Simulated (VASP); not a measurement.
# BaTiO3 in VASP: further runs

BaTiO3 is run at these levels: r2SCAN; tasks: single point.

All numbers are computed with VASP 6.6.1; they aren't measurements. Logs are shortened: lines on timing, memory, paths and dates and some standing lists are left out, and cuts for length are marked.

## (1) The cell of the first run

Symmetry: R-3m, No. 166, trigonal system. The conventional cell has a = 5.697 Å, b = 5.697 Å, c = 7.007 Å, α = 90.00°, β = 90.00°, γ = 120.00°. Ba (site symmetry -3m) has 12 O at 2.85 to 2.86 Å and 8 Ti at 3.49 to 3.50 Å within 3.8 Å. Within 2.7 Å of Ti (site symmetry -3m) lie 6 O at 2.02 Å. O (site symmetry 2/m) has 2 Ti at 2.02 Å within 2.7 Å.

## (2) Single point, r2SCAN

Input file POSCAR:

```
BaTiO3
1.0
    2.8482561200      1.6444414400      2.3355603300
   -2.8482561200      1.6444414400      2.3355603300
    0.0000000000     -3.2888828800      2.3355603300
Ba Ti O
1 1 3
Direct
    0.0001460400      0.0001460400      0.0001460400
    0.5001460400      0.5001460400      0.5001460400
    0.5001460400      1.0001460400      0.5001460400
    0.5001460400      0.5001460400      1.0001460400
    1.0001460400      0.5001460400      0.5001460400
```

Input file INCAR.step1:

```
SYSTEM = BaTiO3
PREC = Accurate ; ENCUT = 660
ISMEAR = 0 ; SIGMA = 0.1
LREAL = .False. ; LASPH = .True.
NELM = 120 ; NBANDS = 28
GGA = PE ; ALGO = Normal
EDIFF = 1E-5 ; LWAVE = .True.
LCHARG = .False. ; GGA_COMPAT = .False.
```

Input file INCAR.step2:

```
SYSTEM = BaTiO3
PREC = Accurate ; ENCUT = 660
EDIFF = 1E-6 ; ISMEAR = 0
SIGMA = 0.1 ; LREAL = .False.
LASPH = .True. ; NELM = 120
ALGO = Normal ; ISIF = 2
LWAVE = .False. ; LCHARG = .False.
METAGGA = R2SCAN ; LMIXTAU = .True.
NBANDS = 28 ; ISTART = 1
GGA_COMPAT = .False.
```

Input file KPOINTS:

```
Automatic mesh
0
Gamma
  6 6 6
  0 0 0
```

Potentials or basis: VASP PAW PBE potentials, release 64 (Ba_sv, Ti_sv, O).

On the command line:

```
$ cat potpaw_PBE.64/Ba_sv/POTCAR potpaw_PBE.64/Ti_sv/POTCAR potpaw_PBE.64/O/POTCAR > POTCAR
$ cp INCAR.step1 INCAR
$ mpirun -np 1 vasp_std > vasp.out
$ cp INCAR.step2 INCAR
$ mpirun -np 1 vasp_std > vasp.out
```

OUTCAR:

```text
SYSTEM = BaTiO3
   PREC = Accurate
   ENCUT = 660
   EDIFF = 1E-6
   ISMEAR = 0
   LREAL = .False.
   LASPH = .True.
   NELM = 120
   ISIF = 2
   METAGGA = R2SCAN
   ISTART = 1

 ion  position               nearest neighbor table
   1  0.000  0.000  0.000-   4 2.85   4 2.85   3 2.85   5 2.85   3 2.85   5 2.85   5 2.86   3 2.86
                             5 2.86   3 2.86   4 2.86   4 2.86   2 3.49   2 3.49   2 3.49   2 3.49
   2  0.500  0.500  0.500-   3 2.02   5 2.02   3 2.02   5 2.02   4 2.02   4 2.02   1 3.49   1 3.49
                             1 3.49   1 3.49   1 3.49   1 3.49   1 3.50   1 3.50
   3  0.500  0.000  0.500-   2 2.02   2 2.02   1 2.85   1 2.85   1 2.86   1 2.86
   4  0.500  0.500  0.000-   2 2.02   2 2.02   1 2.85   1 2.85   1 2.86   1 2.86
   5  0.000  0.500  0.500-   2 2.02   2 2.02   1 2.85   1 2.85   1 2.86   1 2.86

  LATTYP: Found a trigonal (rhomboedric) cell.
 ALAT       =     4.0338062241
 COS(alpha) =     0.0028556981

  Lattice vectors:

 A1 = (   2.8482561200,   1.6444414400,   2.3355603300)
 A2 = (  -2.8482561200,   1.6444414400,   2.3355603300)
 A3 = (   0.0000000000,  -3.2888828800,   2.3355603300)

Analysis of symmetry for initial positions (statically):
=====================================================================
 Subroutine PRICEL returns:
 Original cell was already a primitive cell.

 Routine SETGRP: Setting up the symmetry group for a
 trigonal (rhombohedral) supercell.

 Subroutine GETGRP returns: Found 12 space group operations
 (whereof  6 operations were pure point group operations)
 out of a pool of 12 trial point group operations.

The static configuration has the point symmetry C_3v.
 The point group associated with its full space group is D_3d.

Analysis of symmetry for dynamics (positions and initial velocities):
=====================================================================
 Subroutine PRICEL returns:
 Original cell was already a primitive cell.

 Routine SETGRP: Setting up the symmetry group for a
 trigonal (rhombohedral) supercell.

 Subroutine GETGRP returns: Found 12 space group operations
 (whereof  6 operations were pure point group operations)
 out of a pool of 12 trial point group operations.

The dynamic configuration has the point symmetry C_3v.
 The point group associated with its full space group is D_3d.

 Subroutine INISYM returns: Found 12 space group operations
 (whereof  6 operations are pure point group operations),
 and found     1 'primitive' translations

----------------------------------------------------------------------------------------

                                     Primitive cell

  volume of cell :      65.6357

  direct lattice vectors                    reciprocal lattice vectors
     2.848256120  1.644441440  2.335560330     0.175546011  0.101351537  0.142720926
    -2.848256120  1.644441440  2.335560330    -0.175546011  0.101351537  0.142720926
     0.000000000 -3.288882880  2.335560330     0.000000000 -0.202703073  0.142720926

  length of vectors
     4.033806221  4.033806221  4.033806224     0.247906835  0.247906835  0.247906834

  position of ions in fractional coordinates (direct lattice)
     0.000146040  0.000146040  0.000146040
     0.500146040  0.500146040  0.500146040
     0.500146040  0.000146040  0.500146040
     0.500146040  0.500146040  0.000146040
     0.000146040  0.500146040  0.500146040

  ion indices of the primitive-cell ions
   primitive index   ion index
                 1           1
                 2           2
                 3           3
                 4           4
                 5           5

----------------------------------------------------------------------------------------

 KPOINTS: Automatic mesh

Automatic generation of k-mesh.
 Grid dimensions read from file:
 generate k-points for:    6    6    6

 Generating k-lattice:

  Cartesian coordinates                     Fractional coordinates (reciprocal lattice)
     0.029257668  0.016891923  0.023786821     0.166666667  0.000000000  0.000000000
    -0.029257668  0.016891923  0.023786821     0.000000000  0.166666667  0.000000000
     0.000000000 -0.033783846  0.023786821     0.000000000  0.000000000  0.166666667

  Length of vectors
     0.041317806  0.041317806  0.041317806

  Shift w.r.t. Gamma in fractional coordinates (k-lattice)
     0.000000000  0.000000000  0.000000000

 Subroutine IBZKPT returns following result:
 ===========================================

 Found     32 irreducible k-points:

 Following reciprocal coordinates:
            Coordinates               Weight
  0.000000  0.000000  0.000000      1.000000
  0.166667  0.000000 -0.000000      6.000000
  0.333333  0.000000 -0.000000      6.000000
  0.500000  0.000000  0.000000      3.000000
  0.166667  0.166667 -0.000000      6.000000
  0.333333  0.166667  0.000000     12.000000
[... 16 lines left out ...]
  0.500000  0.500000  0.166667      6.000000
 -0.333333  0.500000  0.166667     12.000000
 [... further k-points ...]
   k-points           NKPTS =     32   k-points in BZ     NKDIM =     32   number of bands    NBANDS=     28
   number of dos      NEDOS =    301   number of ions     NIONS =      5
   total plane-waves  NPLWV =  46656
   dimension x,y,z NGX =    36 NGY =   36 NGZ =   36
   dimension x,y,z NGXF=    72 NGYF=   72 NGZF=   72
   ions per type =               1   1   3
   NGX,Y,Z   is equivalent  to a cutoff of  14.84, 14.84, 14.84 a.u.
   NGXF,Y,Z  is equivalent  to a cutoff of  29.67, 29.67, 29.67 a.u.
 SYSTEM =  BaTiO3
   PREC   = accura    normal or accurate (medium, high low for compatibility)
   ISTART =      1    job   : 0-new  1-cont  2-samecut
   ICHARG =      0    charge: 1-file 2-atom 10-const
   ISPIN  =      1    spin polarized calculation?
   LNONCOLLINEAR =      F non collinear calculations
   LSORBIT =      F    spin-orbit coupling
   LASPH  =      T    aspherical Exc in radial PAW
   ENCUT  =  660.0 eV  48.51 Ry    6.96 a.u.   8.45  8.45  8.45*2*pi/ulx,y,z
   NELM   =    120;   NELMIN=  2; NELMDL=  0     # of ELM steps
   EDIFF  = 0.1E-05   stopping-criterion for ELM
   LREAL  =      F    real-space projection
   EDIFFG = 0.1E-04   stopping-criterion for IOM
   NSW    =      0    number of steps for IOM
   IBRION =     -1    ionic relax: 0-MD 1-quasi-New 2-CG
   NFREE  =      0    steps in history (QN), initial steepest desc. (CG)
   ISIF   =      2    stress and relaxation
   ISYM   =      2    0-nonsym 1-usesym 2-fastsym
   POTIM  = 0.5000    time-step for ionic-motion
   TEBEG  =    0.0;   TEEND  =   0.0 temperature during run
   PSTRESS=    0.0 pullay stress
   NELECT =      40.0000    total number of electrons
   NUPDOWN=      -1.0000    fix difference up-down
   EMIN   =  10.00;   EMAX   =-10.00  energy-range for DOS
   EFERMI =   0.00;   METHOD = LEGACY
   ISMEAR =     0;   SIGMA  =   0.10  broadening in eV -4-tet -1-fermi 0-gaus
   EFERMI_NEDOS =   21; number of points for ismear=-14 and -15
   IALGO  =     38    algorithm
   IMIX   =      4    mixing-type and parameters
     AMIX     =   0.40;   BMIX     =  1.00
     AMIX_MAG =   1.60;   BMIX_MAG =  1.00
  volume/ion in A,a.u.               =      13.13        88.59
  Fermi-wavevector in a.u.,A,eV,Ry     =   1.387975  2.622892 26.211269  1.926474
  Thomas-Fermi vector in A             =   2.512145
   LORBIT       =      0    0 simple, 1 ext, 2 COOP (PROOUT), +10 PAW based schemes
   METAGGA = R2SCAN    functional components
   LHFCALC =     F    Hartree Fock is set to
   AEXX    =    0.0000 exact exchange contribution
   IVDW    =     0    specifies the selected vdW correction
   LEPSILON=     F    determine dielectric tensor
   LRPA    =     F    only Hartree local field effects (RPA)
 non-spin polarized calculation
 Gauss-broadening in eV      SIGMA  =   0.10
  energy-cutoff  :      660.00
  volume of cell :       65.64
 maximum number of plane-waves:      2546
 NGX is ok and might be reduce to    36
   NGX = 17   NGY = 17   NGZ = 17

 number of electron      39.9999996 magnetization

 Free energy of the ion-electron system (eV)
  ---------------------------------------------------
  ext. energy  EPLUGINS =         0.00000000
  ---------------------------------------------------
  free energy    TOTEN  =       -74.23785378 eV

  energy without entropy =      -74.23785378  energy(sigma->0) =      -74.23785378

 E-fermi :   3.7713     XC(G=0): -11.7854

 val. band max:        3.3529631616   @ k =   0.5000   0.5000   0.5000
 cond. band min:       5.4244144508   @ k =   0.0000   0.0000   0.0000
 fundamental gap:      2.0714512892
 Fermi energy:         3.7713320221

 k-point     1 :       0.0000    0.0000    0.0000
  band No.  band energies     occupation
      1     -55.6408      2.00000
      2     -30.7865      2.00000
      3     -30.7865      2.00000
      4     -30.7825      2.00000
      5     -22.1745      2.00000
      6     -14.4574      2.00000
[... 20 lines left out ...]
     27       8.9242      0.00000
     28      11.3929      0.00000

 k-point     2 :       0.1667    0.0000   -0.0000
  band No.  band energies     occupation
      1     -55.6406      2.00000
      2     -30.7982      2.00000
      3     -30.7860      2.00000
      4     -30.7831      2.00000
      5     -22.1466      2.00000
      6     -14.4702      2.00000
[... 20 lines left out ...]
     27       9.4567      0.00000
     28      12.0408      0.00000

 k-point     3 :       0.3333    0.0000   -0.0000
  band No.  band energies     occupation
      1     -55.6401      2.00000
      2     -30.8237      2.00000
      3     -30.7852      2.00000
      4     -30.7824      2.00000
      5     -22.0898      2.00000
      6     -14.5722      2.00000
[... 20 lines left out ...]
     27      10.7014      0.00000
     28      12.2101      0.00000

 k-point     4 :       0.5000    0.0000    0.0000
  band No.  band energies     occupation
      1     -55.6398      2.00000
      2     -30.8364      2.00000
      3     -30.7847      2.00000
      4     -30.7820      2.00000
      5     -22.0608      2.00000
      6     -14.6441      2.00000
[... 578 lines left out ...]
     27      11.3619      0.00000
     28      12.4459      0.00000

 k-point    23 :       0.5000    0.5000    0.1667
  band No.  band energies     occupation
      1     -55.6387      2.00000
      2     -30.8342      2.00000
      3     -30.8319      2.00000
      4     -30.7941      2.00000
      5     -21.9723      2.00000
      6     -14.0008      2.00000
[... 20 lines left out ...]
     27      12.3779      0.00000
     28      12.7341      0.00000

 k-point    24 :      -0.3333    0.5000    0.1667
  band No.  band energies     occupation
      1     -55.6389      2.00000
      2     -30.8338      2.00000
      3     -30.8205      2.00000
      4     -30.7945      2.00000
      5     -21.9901      2.00000
      6     -14.1506      2.00000
[... 20 lines left out ...]
     27      12.0238      0.00000
     28      12.4995      0.00000

 [... further k-points ...]
[... 5 lines left out ...]
  --------------------------------------------------------------------------------------
  -------------------------------------------------------------------------------------
  Total       -1.2511534     -1.2511534     -1.7032279      0.0000000      0.0000000     -0.0000000
  in kB      -30.5408658    -30.5408659    -41.5760806      0.0000000      0.0000000     -0.0000000
  external PRESSURE =     -34.2192708 kB  Pullay stress =       0.0000000 kB

 VOLUME and BASIS-vectors are now :
 -----------------------------------------------------------------------------
  energy-cutoff  :      660.00
  volume of cell :       65.64
      direct lattice vectors                 reciprocal lattice vectors
     2.848256120  1.644441440  2.335560330     0.175546011  0.101351537  0.142720926
    -2.848256120  1.644441440  2.335560330    -0.175546011  0.101351537  0.142720926
     0.000000000 -3.288882880  2.335560330     0.000000000 -0.202703073  0.142720926

 POSITION                                       TOTAL-FORCE (eV/Angst)
 -----------------------------------------------------------------------------------
      0.00000      0.00000      0.00102         0.000000      0.000000      0.000000
      0.00000      0.00000      3.50436         0.000000      0.000000     -0.000000
      1.42413     -0.82222      2.33658         0.000000     -0.000000     -0.000000
      0.00000      1.64444      2.33658         0.000000     -0.000000     -0.000000
     -1.42413     -0.82222      2.33658         0.000000     -0.000000      0.000000
 -----------------------------------------------------------------------------------
    total drift:                                0.000000      0.000000      0.000003

  FREE ENERGIE OF THE ION-ELECTRON SYSTEM (eV)
  ---------------------------------------------------
  free  energy   TOTEN  =       -74.2378537817 eV

  energy  without entropy=      -74.2378537817  energy(sigma->0) =      -74.23785378
```

Wall time 4.9 min (1 thread of AMD EPYC 7R43 (Zen 3), shared host); peak memory 0.23 GiB.

Results:

- Free energy: -74.2379 eV
- Pressure: -3.4 GPa
- Band gap on the k mesh: 2.07 eV (least direct gap 2.24 eV)

Stress tensor (GPa, compression positive):
```
-3.05  0.00  0.00
 0.00 -3.05  0.00
 0.00  0.00 -4.16
```

Levels at points of the mesh, in eV from the valence-band top:
```tsv
k point	band 17	band 18	band 19	band 20	band 21	band 22	band 23	band 24
(0.00, 0.00, 0.00)	-1.08	-0.20	-0.17	-0.17	2.07	2.07	2.09	4.00
(0.50, 0.00, 0.00)	-1.81	-1.79	-0.76	-0.74	2.22	3.72	3.72	4.01
(0.50, 0.50, 0.00)	-1.79	-0.91	-0.90	-0.09	3.72	3.73	4.16	4.88
(0.50, 0.50, 0.50)	-2.42	-0.01	0.00	0.00	4.38	4.38	4.39	7.29
```

Caveat: the cell stands under tension; the PAW data sets were made with another functional, which shifts forces and pressure a little; spin-orbit coupling is left out, which moves the levels of the heavy elements. A k mesh can miss the band edges.

(Continued in part 2 of 2.)
